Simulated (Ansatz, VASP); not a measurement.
## Two plane-wave programs on AlGaN2

```
Al Ga N
1.0
     2.89230    0.00000    0.00000
     0.00000    2.89230    0.00000
     0.00000    0.00000    4.88249
Al Ga N
1 1 2
Direct
  0.50000 0.50000 0.50000
  0.00000 0.00000 0.00000
  0.50000 0.00000 0.74007
  0.00000 0.50000 0.25993
```

Alike in both runs: task relaxation of the atoms; functional LDA; k mesh 8 × 8 × 6; occupations gaussian, width 0.05 eV; no spin polarisation.

|  | VASP | Ansatz |
| --- | --- | --- |
| version | VASP 6.6.1 | Ansatz 0.2.0 |
| potentials or method | VASP PAW LDA potentials, release 64 (Al, Ga_d, N), cutoff 520 eV | scalar-relativistic, plane waves, PAW |
| valence electrons in the cell | 26 | 26 |

```csv
,VASP,Ansatz,Ansatz less VASP
"gap on the k mesh at the Fermi level, each at its own relaxed structure (eV)",2.59,2.61,+0.019
```

Ansatz warns that its potentials were made for another functional, while VASP's fit it. LDA's correlation is that of Perdew and Zunger in VASP and of Perdew and Wang (1992) in Ansatz. Ansatz's warnings: stress scf threshold loose.
